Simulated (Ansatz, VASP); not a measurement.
## Two plane-wave programs on F

File POSCAR:

```
F
1.0
    2.5498261645     -1.6906565810      0.1065262603
    2.5498261645      1.6906565810      0.1065262603
   -0.3057991709      0.0000000000      6.7156913273
F
4
Direct
    0.5901824491      0.9103147266      0.5938345469
    0.0896852734      0.4098175509      0.9061654531
    0.4098175509      0.0896852734      0.4061654531
    0.9103147266      0.5901824491      0.0938345469
```

Contents of INCAR.step1:

```
PREC = Accurate
ENCUT = 520
ISMEAR = 0
SIGMA = 0.01
LREAL = False
LASPH = True
NELM = 80
NBANDS = 22
GGA = PE
ALGO = Normal
EDIFF = 1E-4
LWAVE = True
LCHARG = False
```

Contents of INCAR.step2:

```
PREC = Accurate
ENCUT = 520
EDIFF = 1E-7
ISMEAR = 0
SIGMA = 0.01
LREAL = False
LASPH = True
NELM = 80
ALGO = Normal
ISIF = 2
LWAVE = False
LCHARG = True
METAGGA = R2SCAN
LMIXTAU = True
LELF = True
LVHAR = True
NBANDS = 22
ISTART = 1
```

Contents of KPOINTS:

```
regular mesh
0
Gamma
  10 10 4
```

Input for Ansatz:

```yaml
crystal:
  lattice:
    - [2.5498261645, -1.690656581, 0.1065262603]
    - [2.5498261645, 1.690656581, 0.1065262603]
    - [-0.3057991709, 0.0, 6.7156913273]
  atoms:
    - { symbol: F, position: [0.5901824491, 0.9103147266, 0.5938345469] }
    - { symbol: F, position: [0.0896852734, 0.4098175509, 0.9061654531] }
    - { symbol: F, position: [0.4098175509, 0.0896852734, 0.4061654531] }
    - { symbol: F, position: [0.9103147266, 0.5901824491, 0.0938345469] }
kpoints:
  mp_grid: { grid: [10, 10, 4] }
  band_path:
    path:
      - [0.0, 0.0, 0.0]
      - [-0.3597181349, 0.3597181349, 0.0]
      - [-0.6402818651, -0.3597181349, 0.0]
      - [-0.5, -0.5, 0.0]
      - [-0.5, -0.5, 0.5]
      - [-0.6405942499, -0.3594057501, 0.5]
      - [-0.3594057501, 0.3594057501, 0.5]
      - [0.0, 0.0, 0.5]
      - [-0.5, 0.0, 0.5]
      - [0.0, 0.0, -0.020833]
    npoints: 1
hamiltonian:
  xc: r2scan
scf:
  occupations: { method: fixed }
  n_extra_bands: 5
output:
  forces: true
  stress: true
  eigenvalues: true
```

Change from the starting cell: hydrostatic strain +3.7%.

Alike in both runs: task single point; functional r2SCAN; k mesh 10 × 10 × 4; no spin polarisation.

|  | VASP | Ansatz |
| --- | --- | --- |
| version | VASP 6.6.1 | Ansatz 0.2.0 |
| potentials or method | VASP PAW PBE potentials, release 64 (F) | plane waves, PAW |
| plane-wave cutoff (eV) | 520 | 500 |
| occupations | gaussian, width 0.01 eV | fixed |
| valence electrons in the cell | 28 | 28 |

Ansatz gave:

| Quantity | Value |
| --- | --- |
| gap on the k mesh at the Fermi level (eV) | 3.93 |
| pressure (GPa) | -0.2 |
| traceless stress, the component that is largest in VASP (GPa) | -0.23 |
| rms of the force components (eV/Å) | 0.017 |

Problem. Which values does VASP return?

Solution. gap on the k mesh at the Fermi level (eV): 3.84; pressure (GPa): 0.6; traceless stress, the component that is largest in VASP (GPa): 1.89; rms of the force components (eV/Å): 0.317.

VASP's potentials were made for PBE, not for r2SCAN. Atom by atom the forces differ by 0.334 eV/Å (rms over components).
